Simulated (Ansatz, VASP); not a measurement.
One calculation of InGa2P3, two programs

```
CELL_PARAMETERS angstrom
3.75414 0.00000 0.00000
-1.87707 3.25118 0.00000
0.00000 0.00000 9.09490
ATOMIC_POSITIONS crystal
In 0.00000 0.00000 0.00000
Ga 0.33333 0.66667 0.66041
Ga 0.66667 0.33333 0.33959
P 0.00000 0.00000 0.50000
P 0.33333 0.66667 0.18700
P 0.66667 0.33333 0.81300
```

Alike in both runs: functional PBE; k mesh 12 × 12 × 4; occupations gaussian, width 0.1 eV; no spin polarisation.

Ansatz relaxed the structure, and its values are those at the end. VASP's run is a single point on that final structure, the one shown.

|  | VASP | Ansatz |
| --- | --- | --- |
| version | VASP 6.6.1 | Ansatz 0.2.0 |
| potentials or method | VASP PAW PBE potentials, release 64 (In_d, Ga_d, P), cutoff 520 eV | scalar-relativistic, plane waves, PAW |
| valence electrons in the cell | 54 | 54 |

|  | VASP | Ansatz | Ansatz less VASP |
| --- | --- | --- | --- |
| gap on the k mesh at the Fermi level (eV) | none | none | - |
| pressure (GPa) | 0.0 | 0.0 | -0.03 |
| rms of the force components (eV/Å) | 0.003 | 0.002 | -0.0016 |

A gap of «none» marks a metal or a gap that the smearing closes. With one functional, cell and mesh, what is left measures potentials, basis and numerics.
